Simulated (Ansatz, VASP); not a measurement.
# One calculation of Al, two programs

```
Al
1.0
     2.87250    0.00000    0.00000
    -1.43625    2.48766    0.00000
     0.00000    0.00000    9.58381
Al
4
Direct
  0.00000 0.00000 0.00000
  0.33333 0.66667 0.25000
  0.00000 0.00000 0.50000
  0.66667 0.33333 0.75000
```

Alike in both runs: task single point; functional PBE; dispersion D3(BJ); k mesh 18 × 18 × 6; occupations gaussian, width 0.15 eV; no spin polarisation.

```csv
,VASP,Ansatz
version,VASP 6.6.1,Ansatz 0.2.0
potentials or method,"VASP PAW PBE potentials, release 64 (Al), cutoff 520 eV","scalar-relativistic, plane waves, PAW"
valence electrons in the cell,12,12
```

```csv
,VASP,Ansatz,Ansatz less VASP
gap on the k mesh at the Fermi level (eV),none,none,-
pressure (GPa),-5.5,-5.5,+0.03
"traceless stress, the component that is largest in VASP (GPa)",-0.85,-0.85,-0.005
```

A gap of «none» marks a metal or a gap that the smearing closes.
